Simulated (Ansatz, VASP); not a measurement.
**Al2Cu: VASP beside Ansatz**

```
Al Cu
1.0
     0.00000    2.86244    2.86244
     2.86244    0.00000    2.86244
     2.86244    2.86244    0.00000
Al Cu
2 1
Direct
  0.25000 0.25000 0.25000
  0.75000 0.75000 0.75000
  0.00000 0.00000 0.00000
```

Alike in both runs: task relaxation of cell and atoms; functional PBEsol; k mesh 12 × 12 × 12; occupations gaussian, width 0.1 eV; no spin polarisation.

|  | VASP | Ansatz |
| --- | --- | --- |
| version | VASP 6.6.1 | Ansatz 0.2.0 |
| potentials or method | VASP PAW PBE potentials, release 64 (Al, Cu), cutoff 600 eV | scalar-relativistic, plane waves, PAW |
| valence electrons in the cell | 17 | 25 |

```tsv
	VASP	Ansatz	Ansatz less VASP
gap on the k mesh at the Fermi level, each at its own relaxed structure (eV)	none	none	-
relaxed volume (Å³/atom)	15.69	15.64	-0.057
relaxed cell length with the largest relative difference (Å)	4.053	4.048	-0.0049
```

VASP's potentials were made for PBE, not for PBEsol. A gap of «none» marks a metal or a gap that the smearing closes. VASP's potentials hold 17 valence electrons a cell and Ansatz's 25, so a difference there can come from the potentials and not from the codes.
